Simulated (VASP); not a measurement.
Write the native input for VASP 6.6.1 that does the following.

```yaml
Task: electric field gradients
Functional: PBE
Potentials_or_basis: VASP PAW PBE potentials, release 64 (Nb_sv)
Cutoff: 520 eV
k_mesh: 13 × 13 × 13
Occupations: fermi-dirac, width 0.08 eV
Spin: no spin polarisation
Dipole_correction: no
Further_INCAR_settings: ALGO = Normal; EDIFF = 1e-08; NBANDS = 12
```

The structure of Nb lies in POSCAR:

```
Nb
1.0
    0.0000000000      2.1290070307      2.1290070307
    2.1290070307      0.0000000000      2.1290070307
    2.1290070307      2.1290070307      0.0000000000
Nb
1
Direct
    0.0000000000      0.0000000000      0.0000000000
```

This cell differs from its parent crystal: volume scaled by 1.02.

One way to write it, as run:

INCAR

```
SYSTEM = Nb
PREC = Accurate ; ENCUT = 520
EDIFF = 1E-8 ; ISMEAR = -1
SIGMA = 0.08 ; LREAL = .False.
LASPH = .True. ; NELM = 100
ALGO = Normal ; ISIF = 2
LWAVE = .False. ; LCHARG = .False.
GGA = PE ; LEFG = .True.
NBANDS = 12
```

KPOINTS

```
Automatic mesh
0
Gamma
  13 13 13
  0 0 0
```

Potentials or basis: VASP PAW PBE potentials, release 64 (Nb_sv).

Command:

```sh
$ cat potpaw_PBE.64/Nb_sv/POTCAR > POTCAR
$ mpirun -np 1 vasp_std > vasp.out
```

Results of the run:

```yaml
Pressure: -4.5 GPa
```

Caveat: without QUAD_EFG the Cq values of the log hold for a quadrupole moment of 1 mb, not for the nuclei.

Run time: 10 s on 1 thread of Intel(R) Xeon(R) Platinum 8488C (Sapphire Rapids), with other jobs on the host, peak memory 0.15 GiB.
